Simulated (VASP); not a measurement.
# Co (P6_3/mmc) in VASP: notebook

Co is run at these levels: RPBE; tasks: single point.

Program: VASP 6.6.1. These are calculated values, not measurements. Logs are shortened: lines on timing, memory, paths and dates and some standing lists are left out, and cuts for length are marked.

## Step 1: The cell of the first run

Symmetry: P6_3/mmc, No. 194, hexagonal system. Conventional cell: a = 2.585 Å, b = 2.585 Å, c = 4.175 Å, α = 90.00°, β = 90.00°, γ = 120.00°. Co (site symmetry -6m2) has 12 Co at 2.57 to 2.58 Å within 3.4 Å.

## Step 2: Single point, RPBE, collinear spin, ferromagnetic start (volume scaled by 1.08)

Contents of INCAR:

```
PREC = Accurate ; ENCUT = 520
EDIFF = 1E-7 ; ISMEAR = -1
SIGMA = 0.05 ; LREAL = F
LASPH = T ; NELM = 150
ALGO = Normal ; ISIF = 2
LWAVE = F ; LCHARG = T
ISPIN = 2 ; MAGMOM = 1.729 1.729
LORBIT = 11 ; LMAXMIX = 4
GGA = RP ; LELF = T
LVHAR = T ; NBANDS = 20
```

Contents of KPOINTS:

```
regular mesh
0
Gamma
  23 23 13
```

Contents of POSCAR:

```
Co
1.0
    2.5847150964      0.0000000000      0.0000000000
   -1.2923575482      2.2384289350      0.0000000000
    0.0000000000      0.0000000000      4.1751918112
Co
2
Direct
    0.3333333333      0.6666666667      0.2500000000
    0.6666666667      0.3333333333      0.7500000000
```

Potentials or basis: VASP PAW PBE potentials, release 64 (Co).

Command:

```bash
cat potpaw_PBE.64/Co/POTCAR > POTCAR
mpirun -np 1 vasp_std > vasp.out
```

OUTCAR:

```text
PREC = Accurate
   ENCUT = 520
   EDIFF = 1E-7
   ISMEAR = -1
   LREAL = F
   LASPH = T
   NELM = 150
   ISIF = 2
   ISPIN = 2
   LORBIT = 11
   GGA = RP

 ion  position               nearest neighbor table
   1  0.333  0.667  0.250-   2 2.57   2 2.57   2 2.57   2 2.57   2 2.57   2 2.57
   2  0.667  0.333  0.750-   1 2.57   1 2.57   1 2.57   1 2.57   1 2.57   1 2.57

  LATTYP: Found a hexagonal cell.
 ALAT       =     2.5847150964
 C/A-ratio  =     1.6153392755

  Lattice vectors:

 A1 = (   2.5847150964,   0.0000000000,   0.0000000000)
 A2 = (  -1.2923575482,   2.2384289350,   0.0000000000)
 A3 = (   0.0000000000,   0.0000000000,   4.1751918112)

Analysis of symmetry for initial positions (statically):
=====================================================================
 Subroutine PRICEL returns:
 Original cell was already a primitive cell.

 Routine SETGRP: Setting up the symmetry group for a
 hexagonal supercell.

 Subroutine GETGRP returns: Found 24 space group operations
 (whereof 12 operations were pure point group operations)
 out of a pool of 24 trial point group operations.

The static configuration has the point symmetry D_3d.
 The point group associated with its full space group is D_6h.

Analysis of symmetry for dynamics (positions and initial velocities):
=====================================================================
 Subroutine PRICEL returns:
 Original cell was already a primitive cell.

 Routine SETGRP: Setting up the symmetry group for a
 hexagonal supercell.

 Subroutine GETGRP returns: Found 24 space group operations
 (whereof 12 operations were pure point group operations)
 out of a pool of 24 trial point group operations.

The dynamic configuration has the point symmetry D_3d.
 The point group associated with its full space group is D_6h.

Analysis of structural, dynamic, and magnetic symmetry:
=====================================================================
 Subroutine PRICEL returns:
 Original cell was already a primitive cell.

 Routine SETGRP: Setting up the symmetry group for a
 hexagonal supercell.

 Subroutine GETGRP returns: Found 24 space group operations
 (whereof 12 operations were pure point group operations)
 out of a pool of 24 trial point group operations.

The overall configuration has the point symmetry D_3d.
 The point group associated with its full space group is D_6h.

 Subroutine INISYM returns: Found 24 space group operations
 (whereof 12 operations are pure point group operations),
 and found     1 'primitive' translations

----------------------------------------------------------------------------------------

                                     Primitive cell

  volume of cell :      24.1564

  direct lattice vectors                    reciprocal lattice vectors
     2.584715096  0.000000000  0.000000000     0.386889836  0.223370951  0.000000000
    -1.292357548  2.238428935  0.000000000     0.000000000  0.446741902  0.000000000
     0.000000000  0.000000000  4.175191811     0.000000000  0.000000000  0.239509954

  length of vectors
     2.584715096  2.584715096  4.175191811     0.446741902  0.446741902  0.239509954

  position of ions in fractional coordinates (direct lattice)
     0.333333333  0.666666667  0.250000000
     0.666666667  0.333333333  0.750000000

  ion indices of the primitive-cell ions
   primitive index   ion index
                 1           1
                 2           2

----------------------------------------------------------------------------------------

 KPOINTS: regular mesh

Automatic generation of k-mesh.
 Grid dimensions read from file:
 generate k-points for:   23   23   13

 Generating k-lattice:

  Cartesian coordinates                     Fractional coordinates (reciprocal lattice)
     0.016821297  0.009711780  0.000000000     0.043478261  0.000000000  0.000000000
     0.000000000  0.019423561  0.000000000     0.000000000  0.043478261  0.000000000
     0.000000000  0.000000000  0.018423843     0.000000000  0.000000000  0.076923077

  Length of vectors
     0.019423561  0.019423561  0.018423843

  Shift w.r.t. Gamma in fractional coordinates (k-lattice)
     0.000000000  0.000000000  0.000000000

 Subroutine IBZKPT returns following result:
 ===========================================

 Found    392 irreducible k-points:

 Following reciprocal coordinates:
            Coordinates               Weight
  0.000000  0.000000  0.000000      1.000000
  0.043478 -0.000000  0.000000      6.000000
  0.086957 -0.000000  0.000000      6.000000
  0.130435  0.000000  0.000000      6.000000
  0.173913 -0.000000  0.000000      6.000000
  0.217391  0.000000  0.000000      6.000000
[... 16 lines left out ...]
  0.478261  0.043478  0.000000      6.000000
  0.086957  0.086957  0.000000      6.000000
 [... further k-points ...]
   k-points           NKPTS =    392   k-points in BZ     NKDIM =    392   number of bands    NBANDS=     20
   number of dos      NEDOS =    301   number of ions     NIONS =      2
   total plane-waves  NPLWV =  12800
   dimension x,y,z NGX =    20 NGY =   20 NGZ =   32
   dimension x,y,z NGXF=    40 NGYF=   40 NGZF=   64
   ions per type =               2
   NGX,Y,Z   is equivalent  to a cutoff of  12.86, 12.86, 12.74 a.u.
   NGXF,Y,Z  is equivalent  to a cutoff of  25.73, 25.73, 25.48 a.u.
 SYSTEM =  unknown system
   PREC   = accura    normal or accurate (medium, high low for compatibility)
   ISTART =      0    job   : 0-new  1-cont  2-samecut
   ICHARG =      2    charge: 1-file 2-atom 10-const
   ISPIN  =      2    spin polarized calculation?
   LNONCOLLINEAR =      F non collinear calculations
   LSORBIT =      F    spin-orbit coupling
   LASPH  =      T    aspherical Exc in radial PAW
   ENCUT  =  520.0 eV  38.22 Ry    6.18 a.u.   4.81  4.81  7.76*2*pi/ulx,y,z
   NELM   =    150;   NELMIN=  2; NELMDL= -5     # of ELM steps
   EDIFF  = 0.1E-06   stopping-criterion for ELM
   LREAL  =      F    real-space projection
   EDIFFG = 0.1E-05   stopping-criterion for IOM
   NSW    =      0    number of steps for IOM
   IBRION =     -1    ionic relax: 0-MD 1-quasi-New 2-CG
   NFREE  =      0    steps in history (QN), initial steepest desc. (CG)
   ISIF   =      2    stress and relaxation
   ISYM   =      2    0-nonsym 1-usesym 2-fastsym
   POTIM  = 0.5000    time-step for ionic-motion
   TEBEG  =    0.0;   TEEND  =   0.0 temperature during run
   PSTRESS=    0.0 pullay stress
   NELECT =      18.0000    total number of electrons
   NUPDOWN=      -1.0000    fix difference up-down
   EMIN   =  10.00;   EMAX   =-10.00  energy-range for DOS
   EFERMI =   0.00;   METHOD = LEGACY
   ISMEAR =    -1;   SIGMA  =   0.05  broadening in eV -4-tet -1-fermi 0-gaus
   EFERMI_NEDOS =   21; number of points for ismear=-14 and -15
   IALGO  =     38    algorithm
   IMIX   =      4    mixing-type and parameters
     AMIX     =   0.40;   BMIX     =  1.00
     AMIX_MAG =   1.60;   BMIX_MAG =  1.00
  volume/ion in A,a.u.               =      12.08        81.51
  Fermi-wavevector in a.u.,A,eV,Ry     =   1.484186  2.804704 29.971004  2.202807
  Thomas-Fermi vector in A             =   2.597754
   LORBIT       =     11    0 simple, 1 ext, 2 COOP (PROOUT), +10 PAW based schemes
   GGA     = RP    functional components
   LHFCALC =     F    Hartree Fock is set to
   AEXX    =    0.0000 exact exchange contribution
   IVDW    =     0    specifies the selected vdW correction
   LEPSILON=     F    determine dielectric tensor
   LRPA    =     F    only Hartree local field effects (RPA)
 spin polarized calculation
  energy-cutoff  :      520.00
  volume of cell :       24.16
 maximum number of plane-waves:       667
 NGX is ok and might be reduce to    20
   NGX =  9   NGY =  9   NGZ = 15

 number of electron      18.0000009 magnetization       3.3872072

 Free energy of the ion-electron system (eV)
  ---------------------------------------------------
  ext. energy  EPLUGINS =         0.00000000
  ---------------------------------------------------
  free energy    TOTEN  =       -12.95610465 eV

  energy without entropy =      -12.93907193  energy(sigma->0) =      -12.94758829

 E-fermi :   8.9760     XC(G=0): -12.6693

 val. band max:        8.9757717515   @ k =   0.0870   0.0870   0.1538
 cond. band min:       8.9763235784   @ k =   0.2174   0.0870   0.3846
 fundamental gap:      0.0005518269
 Fermi energy:         8.9760140035

 spin component 1

 k-point     1 :       0.0000    0.0000    0.0000
  band No.  band energies     occupation
      1       0.7065      1.00000
      2       4.2878      1.00000
      3       6.4411      1.00000
      4       6.4515      1.00000
      5       6.4515      1.00000
      6       6.7091      1.00000
[... 12 lines left out ...]
     19      33.0494      0.00000
     20      33.2830      0.00000

 k-point     2 :       0.0435   -0.0000    0.0000
  band No.  band energies     occupation
      1       0.7678      1.00000
      2       4.3235      1.00000
      3       6.3547      1.00000
      4       6.4777      1.00000
      5       6.5313      1.00000
      6       6.6964      1.00000
[... 12 lines left out ...]
     19      33.9363      0.00000
     20      34.4052      0.00000

 k-point     3 :       0.0870   -0.0000    0.0000
  band No.  band energies     occupation
      1       0.9502      1.00000
      2       4.4261      1.00000
      3       6.2500      1.00000
      4       6.5549      1.00000
      5       6.6080      1.00000
      6       6.6728      1.00000
[... 12 lines left out ...]
     19      34.7042      0.00000
     20      35.3428      0.00000

 k-point     4 :       0.1304    0.0000    0.0000
  band No.  band energies     occupation
      1       1.2490      1.00000
      2       4.5808      1.00000
      3       6.1334      1.00000
      4       6.5842      1.00000
      5       6.6046      1.00000
      6       6.6794      1.00000
[... 429 lines left out ...]
 k-point    23 :       0.4783    0.0435    0.0000
  band No.  band energies     occupation
      1       4.6471      1.00000
      2       4.6693      1.00000
      3       4.9048      1.00000
      4       6.2999      1.00000
      5       6.5206      1.00000
      6       6.5501      1.00000
[... 12 lines left out ...]
     19      29.8446      0.00000
     20      31.5866      0.00000

 k-point    24 :       0.0870    0.0870    0.0000
  band No.  band energies     occupation
      1       1.4254      1.00000
      2       4.6684      1.00000
      3       6.0630      1.00000
      4       6.4758      1.00000
      5       6.5789      1.00000
      6       6.7471      1.00000
[... 12 lines left out ...]
     19      32.6762      0.00000
     20      35.4126      0.00000

 [... further k-points ...]

 spin component 2

 k-point     1 :       0.0000    0.0000    0.0000
  band No.  band energies     occupation
      1       0.6157      1.00000
      2       5.2800      1.00000
      3       8.1925      1.00000
      4       8.2191      1.00000
      5       8.2191      1.00000
      6       8.5317      0.99986
[... 12 lines left out ...]
     19      33.2617      0.00000
     20      33.2617      0.00000

 k-point     2 :       0.0435   -0.0000    0.0000
  band No.  band energies     occupation
      1       0.6771      1.00000
      2       5.3220      1.00000
      3       8.0944      1.00000
      4       8.2485      1.00000
      5       8.3055      1.00000
      6       8.5140      0.99990
[... 12 lines left out ...]
     19      34.1653      0.00000
     20      34.5409      0.00000

 k-point     3 :       0.0870   -0.0000    0.0000
  band No.  band energies     occupation
      1       0.8601      1.00000
      2       5.4438      1.00000
      3       7.9631      1.00000
      4       8.2144      1.00000
      5       8.3354      1.00000
      6       8.3933      0.99999
[... 12 lines left out ...]
     19      34.4733      0.00000
     20      35.5636      0.00000

 k-point     4 :       0.1304    0.0000    0.0000
  band No.  band energies     occupation
      1       1.1610      1.00000
      2       5.6319      1.00000
      3       7.8096      1.00000
      4       7.8178      1.00000
      5       8.3598      1.00000
      6       8.4761      0.99995
[... 429 lines left out ...]
 k-point    23 :       0.4783    0.0435    0.0000
  band No.  band energies     occupation
      1       5.5423      1.00000
      2       5.9654      1.00000
      3       6.2410      1.00000
      4       7.2636      1.00000
      5       8.0724      1.00000
      6       8.1368      1.00000
[... 12 lines left out ...]
     19      30.0326      0.00000
     20      31.8352      0.00000

 k-point    24 :       0.0870    0.0870    0.0000
  band No.  band energies     occupation
      1       1.3392      1.00000
      2       5.7385      1.00000
      3       7.6535      1.00000
      4       7.7220      1.00000
      5       8.3449      1.00000
      6       8.5522      0.99979
[... 12 lines left out ...]
     19      32.6216      0.00000
     20      35.4870      0.00000

 [... further k-points ...]
[... 5 lines left out ...]
  --------------------------------------------------------------------------------------
  -------------------------------------------------------------------------------------
  Total       -1.9220212     -1.9220212     -1.8676464     -0.0000000     -0.0000000      0.0000000
  in kB     -127.4783177   -127.4783177   -123.8719012     -0.0000000     -0.0000000      0.0000000
  external PRESSURE =    -126.2761789 kB  Pullay stress =       0.0000000 kB

 VOLUME and BASIS-vectors are now :
 -----------------------------------------------------------------------------
  energy-cutoff  :      520.00
  volume of cell :       24.16
      direct lattice vectors                 reciprocal lattice vectors
     2.584715096  0.000000000  0.000000000     0.386889836  0.223370951  0.000000000
    -1.292357548  2.238428935  0.000000000     0.000000000  0.446741902  0.000000000
     0.000000000  0.000000000  4.175191811     0.000000000  0.000000000  0.239509954

 POSITION                                       TOTAL-FORCE (eV/Angst)
 -----------------------------------------------------------------------------------
     -0.00000      1.49229      1.04380         0.000000     -0.000000     -0.000000
      1.29236      0.74614      3.13139        -0.000000      0.000000      0.000000
 -----------------------------------------------------------------------------------
    total drift:                               -0.000000     -0.000000     -0.000000

  FREE ENERGIE OF THE ION-ELECTRON SYSTEM (eV)
  ---------------------------------------------------
  free  energy   TOTEN  =       -12.9561046465 eV

  energy  without entropy=      -12.9390719264  energy(sigma->0) =      -12.94758829

 total charge

# of ion       s       p       d       tot
------------------------------------------
    1        0.449   0.437   7.198   8.084
    2        0.449   0.437   7.198   8.084
--------------------------------------------------
tot          0.898   0.875  14.396  16.168

 magnetization (x)

# of ion       s       p       d       tot
------------------------------------------
    1       -0.014  -0.057   1.812   1.741
    2       -0.014  -0.057   1.812   1.741
--------------------------------------------------
tot         -0.029  -0.113   3.623   3.481
```

Run time: 2.2 min. Hardware: 1 thread of AMD EPYC 9R45 (Zen 5), shared host; peak memory 0.32 GiB.

Results:

```yaml
Free_energy: -12.9561 eV
Pressure: -12.6 GPa
Net_moment: 3.39 μB per cell
Site_moments: Co +1.74 μB
Valence_electrons_inside_the_program's_atomic_spheres: Co 8.08
```

Levels at points of the mesh, in eV from the Fermi level:
Spin up:
```csv
k point,band 8,band 9,band 10,band 11,band 12,band 13,band 14,band 15
"(0.00, 0.00, 0.00)",-1.99,-1.99,-1.06,-1.06,0.02,5.46,21.03,22.66
```
Spin down:
```tsv
k point	band 4	band 5	band 6	band 7	band 8	band 9	band 10	band 11
(0.00, 0.00, 0.00)	-0.76	-0.76	-0.44	-0.44	-0.16	-0.08	-0.08	0.96
```

Caveat: the PAW data sets were made with another functional, which shifts forces and pressure a little.

## Step 3: Single point, RPBE, collinear spin, ferromagnetic start (volume scaled by 1.12)

Contents of INCAR:

```
  PREC = Accurate
  ENCUT = 520
  EDIFF = 1E-7
  ISMEAR = -1
  SIGMA = 0.05
  LREAL = False
  LASPH = True
  NELM = 150
  ALGO = Normal
  ISIF = 2
  LWAVE = False
  LCHARG = False
  ISPIN = 2
  MAGMOM = 1.729 1.729
  LORBIT = 11
  LMAXMIX = 4
  GGA = RP
  NBANDS = 20
```

Contents of KPOINTS:

```
Automatic mesh
0
Gamma
  23 23 13
```

Contents of POSCAR:

```
Co
1.0
    2.6162391190      0.0000000000      0.0000000000
   -1.3081195595      2.2657295395      0.0000000000
    0.0000000000      0.0000000000      4.2261138031
Co
2
Direct
    0.3333333333      0.6666666667      0.2500000000
    0.6666666667      0.3333333333      0.7500000000
```

Potentials or basis: VASP PAW PBE potentials, release 64 (Co).

Command:

```bash
cat potpaw_PBE.64/Co/POTCAR > POTCAR
mpirun -np 1 vasp_std > vasp.out
```

Wall time 2.4 min (1 thread of AMD EPYC 9R45 (Zen 5), shared host); peak memory 0.33 GiB.

It converged, with:

```yaml
Free_energy: -12.8736 eV
Pressure: -16.8 GPa
Net_moment: 3.43 μB per cell
Site_moments: Co +1.77 μB
Valence_electrons_inside_the_program's_atomic_spheres: Co 8.03
```

Stress tensor (GPa, compression positive):
```
-16.97   0.00   0.00
  0.00 -16.97   0.00
  0.00   0.00 -16.44
```

Levels at points of the mesh, in eV from the Fermi level:
Spin up:
```tsv
k point	band 9	band 10	band 11	band 12	band 13	band 14
(0.00, 0.00, 0.00)	-2.00	-1.12	-1.12	0.04	5.17	20.71
```
Spin down:
```csv
k point,band 3,band 4,band 5,band 6,band 7,band 8,band 9,band 10,band 11,band 12
"(0.00, 0.00, 0.00)",-0.74,-0.71,-0.71,-0.41,-0.41,-0.15,-0.07,-0.07,0.93,0.93
```

Caveat: the PAW data sets were made with another functional, which shifts forces and pressure a little.

[end of part 1 of 2]
